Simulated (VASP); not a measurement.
# Si (P-1) in VASP: relaxation of the atoms with PBEsol

Aim: the relaxation of the atoms of Si with PBEsol.

Program: VASP 6.6.1. These are calculated values, not measurements. Logs are shortened: lines on timing, memory, paths and dates and some standing lists are left out, and cuts for length are marked.

## (1) The cell of the first run

The typed cell holds 1 atom: a = 2.606 Å, b = 2.633 Å, c = 2.452 Å, α = 90.07°, β = 89.20°, γ = 119.30°.

## (2) Relaxation of the atoms, PBEsol (the cell strained at random)

File INCAR:

```
  PREC = Accurate
  ENCUT = 450
  EDIFF = 1E-7
  ISMEAR = -1
  SIGMA = 0.1
  LREAL = False
  LASPH = True
  NELM = 120
  ALGO = Normal
  ISIF = 2
  LWAVE = False
  LCHARG = False
  GGA = PS
  IBRION = 2
  NSW = 80
  EDIFFG = -0.005
  GGA_COMPAT = False
  NELMIN = 4
```

File KPOINTS:

```
regular mesh
0
Gamma
  12 12 11
```

File POSCAR:

```
Si
1.0
    2.6060580000      0.0081590000      0.0181110000
   -1.2959630000      2.2920340000     -0.0017220000
    0.0170450000      0.0079700000      2.4514370000
Si
1
Direct
    0.0739650000      0.0343060000      0.0184410000
```

Potentials or basis: VASP PAW PBE potentials, release 64 (Si).

On the command line:

```console
$ cat potpaw_PBE.64/Si/POTCAR > POTCAR
$ mpirun -np 1 vasp_std > vasp.out
```

OUTCAR:

```text
PREC = Accurate
   ENCUT = 450
   EDIFF = 1E-7
   ISMEAR = -1
   LREAL = False
   LASPH = True
   NELM = 120
   ISIF = 2
   GGA = PS
   IBRION = 2
   NSW = 80
   EDIFFG = -0.005
   NELMIN = 4

 ion  position               nearest neighbor table
   1  0.074  0.034  0.018-

  LATTYP: Found a triclinic cell.
 ALAT       =     2.6061337028
 B/A-ratio  =     1.0103273732
 C/A-ratio  =     0.9406690108
 COS(alpha) =     0.0012461077
 COS(beta)  =     0.0139120061
 COS(gamma) =     0.4894561604

  Lattice vectors:

 A1 = (  -2.6060580000,  -0.0081590000,  -0.0181110000)
 A2 = (  -1.2959630000,   2.2920340000,  -0.0017220000)
 A3 = (  -0.0170450000,  -0.0079700000,  -2.4514370000)

Analysis of symmetry for initial positions (statically):
=====================================================================
 Subroutine PRICEL returns:
 Original cell was already a primitive cell.

 Routine SETGRP: Setting up the symmetry group for a
 triclinic supercell.

 Subroutine GETGRP returns: Found  2 space group operations
 (whereof  1 operations were pure point group operations)
 out of a pool of  2 trial point group operations.

The static configuration has the point symmetry C_1 .
 The point group associated with its full space group is S_2 .

Analysis of symmetry for dynamics (positions and initial velocities):
=====================================================================
 Subroutine PRICEL returns:
 Original cell was already a primitive cell.

 Routine SETGRP: Setting up the symmetry group for a
 triclinic supercell.

 Subroutine GETGRP returns: Found  2 space group operations
 (whereof  1 operations were pure point group operations)
 out of a pool of  2 trial point group operations.

The dynamic configuration has the point symmetry C_1 .
 The point group associated with its full space group is S_2 .

 Subroutine INISYM returns: Found  2 space group operations
 (whereof  1 operations are pure point group operations),
 and found     1 'primitive' translations

----------------------------------------------------------------------------------------

                                     Primitive cell

  volume of cell :      14.6679

  direct lattice vectors                    reciprocal lattice vectors
     2.606058000  0.008159000  0.018111000     0.383066618  0.216591187 -0.003367658
    -1.295963000  2.292034000 -0.001722000    -0.001353766  0.435527199 -0.001406553
     0.017045000  0.007970000  2.451437000    -0.002831013 -0.001294223  0.407947897

  length of vectors
     2.606133703  2.633048218  2.451509212     0.440071718  0.435531574  0.407959773

  position of ions in fractional coordinates (direct lattice)
     0.073965000  0.034306000  0.018441000

  ion indices of the primitive-cell ions
   primitive index   ion index
                 1           1

----------------------------------------------------------------------------------------

 KPOINTS: regular mesh

Automatic generation of k-mesh.
 Grid dimensions read from file:
 generate k-points for:   12   12   11

 Generating k-lattice:

  Cartesian coordinates                     Fractional coordinates (reciprocal lattice)
     0.031922218  0.018049266 -0.000280638     0.083333333  0.000000000 -0.000000000
    -0.000112814  0.036293933 -0.000117213     0.000000000  0.083333333  0.000000000
    -0.000257365 -0.000117657  0.037086172    -0.000000000  0.000000000  0.090909091

  Length of vectors
     0.036672643  0.036294298  0.037087252

  Shift w.r.t. Gamma in fractional coordinates (k-lattice)
     0.000000000  0.000000000  0.000000000

 Subroutine IBZKPT returns following result:
 ===========================================

 Found    794 irreducible k-points:

 Following reciprocal coordinates:
            Coordinates               Weight
  0.000000  0.000000  0.000000      1.000000
  0.083333 -0.000000  0.000000      2.000000
  0.166667 -0.000000  0.000000      2.000000
  0.250000 -0.000000  0.000000      2.000000
  0.333333 -0.000000  0.000000      2.000000
  0.416667 -0.000000  0.000000      2.000000
[... 16 lines left out ...]
  0.250000  0.166667  0.000000      2.000000
  0.333333  0.166667  0.000000      2.000000
 [... further k-points ...]
   k-points           NKPTS =    794   k-points in BZ     NKDIM =    794   number of bands    NBANDS=      6
   number of dos      NEDOS =    301   number of ions     NIONS =      1
   total plane-waves  NPLWV =   5832
   dimension x,y,z NGX =    18 NGY =   18 NGZ =   18
   dimension x,y,z NGXF=    36 NGYF=   36 NGZF=   36
   ions per type =               1
   NGX,Y,Z   is equivalent  to a cutoff of  11.48, 11.36, 12.21 a.u.
   NGXF,Y,Z  is equivalent  to a cutoff of  22.96, 22.73, 24.41 a.u.
 SYSTEM =  unknown system
   PREC   = accura    normal or accurate (medium, high low for compatibility)
   ISTART =      0    job   : 0-new  1-cont  2-samecut
   ICHARG =      2    charge: 1-file 2-atom 10-const
   ISPIN  =      1    spin polarized calculation?
   LNONCOLLINEAR =      F non collinear calculations
   LSORBIT =      F    spin-orbit coupling
   LASPH  =      T    aspherical Exc in radial PAW
   ENCUT  =  450.0 eV  33.07 Ry    5.75 a.u.   4.51  4.55  4.24*2*pi/ulx,y,z
   NELM   =    120;   NELMIN=  4; NELMDL= -5     # of ELM steps
   EDIFF  = 0.1E-06   stopping-criterion for ELM
   LREAL  =      F    real-space projection
   EDIFFG = -.5E-02   stopping-criterion for IOM
   NSW    =     80    number of steps for IOM
   IBRION =      2    ionic relax: 0-MD 1-quasi-New 2-CG
   NFREE  =      1    steps in history (QN), initial steepest desc. (CG)
   ISIF   =      2    stress and relaxation
   ISYM   =      2    0-nonsym 1-usesym 2-fastsym
   POTIM  = 0.5000    time-step for ionic-motion
   TEBEG  =    0.0;   TEEND  =   0.0 temperature during run
   PSTRESS=    0.0 pullay stress
   NELECT =       4.0000    total number of electrons
   NUPDOWN=      -1.0000    fix difference up-down
   EMIN   =  10.00;   EMAX   =-10.00  energy-range for DOS
   EFERMI =   0.00;   METHOD = LEGACY
   ISMEAR =    -1;   SIGMA  =   0.10  broadening in eV -4-tet -1-fermi 0-gaus
   EFERMI_NEDOS =   21; number of points for ismear=-14 and -15
   IALGO  =     38    algorithm
   IMIX   =      4    mixing-type and parameters
     AMIX     =   0.40;   BMIX     =  1.00
     AMIX_MAG =   1.60;   BMIX_MAG =  1.00
  volume/ion in A,a.u.               =      14.67        98.98
  Fermi-wavevector in a.u.,A,eV,Ry     =   1.061627  2.006184 15.334474  1.127052
  Thomas-Fermi vector in A             =   2.197050
   LORBIT       =      0    0 simple, 1 ext, 2 COOP (PROOUT), +10 PAW based schemes
   GGA     = PS    functional components
   LHFCALC =     F    Hartree Fock is set to
   AEXX    =    0.0000 exact exchange contribution
   IVDW    =     0    specifies the selected vdW correction
   LEPSILON=     F    determine dielectric tensor
   LRPA    =     F    only Hartree local field effects (RPA)
 conjugate gradient relaxation of ions
 non-spin polarized calculation
  energy-cutoff  :      450.00
  volume of cell :       14.67
 maximum number of plane-waves:       332
   NGX =  9   NGY =  9   NGZ =  9

 number of electron       4.0000000 magnetization

 Free energy of the ion-electron system (eV)
  ---------------------------------------------------
  ext. energy  EPLUGINS =         0.00000000
  ---------------------------------------------------
  free energy    TOTEN  =        -5.55753406 eV

  energy without entropy =       -5.54511666  energy(sigma->0) =       -5.55132536

 E-fermi :   9.6258     XC(G=0): -11.1324

 val. band max:        9.6228954894   @ k =   0.1667   0.1667   0.2727
 cond. band min:       9.6265711716   @ k =  -0.4167   0.4167   0.4545
 fundamental gap:      0.0036756822
 Fermi energy:         9.6257633339

 k-point     1 :       0.0000    0.0000    0.0000
  band No.  band energies     occupation
      1      -4.4947      2.00000
      2      17.2654      0.00000
      3      17.9249      0.00000
      4      19.6203      0.00000
      5      20.0364      0.00000
      6      21.5044      0.00000

 k-point     2 :       0.0833   -0.0000    0.0000
  band No.  band energies     occupation
      1      -4.3002      2.00000
      2      16.3631      0.00000
      3      18.0843      0.00000
      4      18.6348      0.00000
      5      18.9251      0.00000
      6      21.8914      0.00000

 k-point     3 :       0.1667   -0.0000    0.0000
  band No.  band energies     occupation
      1      -3.7180      2.00000
      2      13.6936      0.00000
      3      17.2121      0.00000
      4      18.0182      0.00000
      5      18.5804      0.00000
      6      22.0827      0.00000

 k-point     4 :       0.2500   -0.0000    0.0000
  band No.  band energies     occupation
      1      -2.7523      2.00000
      2      10.5700      0.00016
      3      16.0860      0.00000
      4      17.2659      0.00000
      5      19.3736      0.00000
      6      22.7923      0.00000

 k-point     5 :       0.3333   -0.0000    0.0000
  band No.  band energies     occupation
      1      -1.4110      2.00000
      2       7.5745      2.00000
      3      15.2708      0.00000
      4      16.6236      0.00000
      5      20.4704      0.00000
      6      23.9859      0.00000

 k-point     6 :       0.4167   -0.0000    0.0000
  band No.  band energies     occupation
      1       0.2882      2.00000
      2       4.8573      2.00000
      3      14.7796      0.00000
      4      16.1982      0.00000
      5      21.7958      0.00000
      6      25.5070      0.00000

 k-point     7 :       0.5000   -0.0000    0.0000
  band No.  band energies     occupation
      1       1.9912      2.00000
      2       2.8118      2.00000
      3      14.6156      0.00000
      4      16.0502      0.00000
      5      22.7522      0.00000
      6      24.9922      0.00000

 k-point     8 :       0.0000    0.0833    0.0000
  band No.  band energies     occupation
      1      -4.3043      2.00000
      2      16.2146      0.00000
      3      18.0827      0.00000
      4      18.6840      0.00000
      5      18.9886      0.00000
      6      21.8815      0.00000
[... 91 lines left out ...]
 k-point    19 :      -0.0833    0.0833   -0.0000
  band No.  band energies     occupation
      1      -4.2981      2.00000
      2      16.4243      0.00000
      3      18.0869      0.00000
      4      18.5176      0.00000
      5      19.0360      0.00000
      6      21.8504      0.00000

 k-point    20 :      -0.0000    0.1667    0.0000
  band No.  band energies     occupation
      1      -3.7345      2.00000
      2      13.4113      0.00000
      3      17.6037      0.00000
      4      18.0002      0.00000
      5      18.5635      0.00000
      6      22.1947      0.00000

 k-point    21 :       0.0833    0.1667    0.0000
  band No.  band energies     occupation
      1      -3.1667      2.00000
      2      11.9679      0.00000
      3      14.6019      0.00000
      4      19.0188      0.00000
      5      19.6148      0.00000
      6      22.9582      0.00000

 k-point    22 :       0.1667    0.1667    0.0000
  band No.  band energies     occupation
      1      -2.2167      2.00000
      2      10.6333      0.00008
      3      11.5621      0.00000
      4      19.8018      0.00000
      5      20.8823      0.00000
      6      24.0361      0.00000

 k-point    23 :       0.2500    0.1667    0.0000
  band No.  band energies     occupation
      1      -0.8923      2.00000
      2       8.1674      2.00000
      3      10.1835      0.00754
      4      20.8649      0.00000
      5      21.5293      0.00000
      6      24.8980      0.00000

 k-point    24 :       0.3333    0.1667    0.0000
  band No.  band energies     occupation
      1       0.7890      2.00000
      2       5.4796      2.00000
      3       9.6697      0.78401
      4      21.5845      0.00000
      5      22.1890      0.00000
      6      26.1292      0.00000

 [... further k-points ...]

------------------------ aborting loop because EDIFF is reached ----------------------------------------

  FORCE on cell =-STRESS in cart. coord.  units (eV):
  Direction    XX          YY          ZZ          XY          YZ          ZX
  --------------------------------------------------------------------------------------
  -------------------------------------------------------------------------------------
  Total       -0.0283838     -0.1224930      0.3988370      0.0085184     -0.0490526     -0.0901158
  in kB       -3.1003600    -13.3799176     43.5649753      0.9304684     -5.3580155     -9.8433550
  external PRESSURE =       9.0282326 kB  Pullay stress =       0.0000000 kB

 VOLUME and BASIS-vectors are now :
 -----------------------------------------------------------------------------
  energy-cutoff  :      450.00
  volume of cell :       14.67
      direct lattice vectors                 reciprocal lattice vectors
     2.606058000  0.008159000  0.018111000     0.383066618  0.216591187 -0.003367658
    -1.295963000  2.292034000 -0.001722000    -0.001353766  0.435527199 -0.001406553
     0.017045000  0.007970000  2.451437000    -0.002831013 -0.001294223  0.407947897

 POSITION                                       TOTAL-FORCE (eV/Angst)
 -----------------------------------------------------------------------------------
      0.14861      0.07938      0.04649         0.000000      0.000000      0.000000
 -----------------------------------------------------------------------------------
    total drift:                                0.000000     -0.000000      0.000001

  FREE ENERGIE OF THE ION-ELECTRON SYSTEM (eV)
  ---------------------------------------------------
  free  energy   TOTEN  =        -5.5575340639 eV

  energy  without entropy=       -5.5451166622  energy(sigma->0) =       -5.55132536

 reached required accuracy - stopping structural energy minimisation
```

It took 36 s on 1 thread of Intel Xeon Platinum 8259CL at 2.50GHz (Skylake/Cascade Lake), shared host; peak memory 0.16 GiB.

Results:

```yaml
Free_energy: -5.5575 eV
Pressure_after_relaxing: 0.9 GPa
Band_gap_on_the_k_mesh: zero (bands 2 and 3 overlap by 12.21 eV)
```

Final structure:
```yaml
crystal:
  lattice:
    - [2.60606, 0.00816, 0.01811]
    - [-1.29596, 2.29203, -0.00172]
    - [0.01705, 0.00797, 2.45144]
  atoms:
    - { symbol: Si, position: [0.07397, 0.03431, 0.01844] }
```

Caveat: the cell differs from its parent crystal (the cell strained at random); the PAW data sets were made with another functional, which shifts forces and pressure a little.
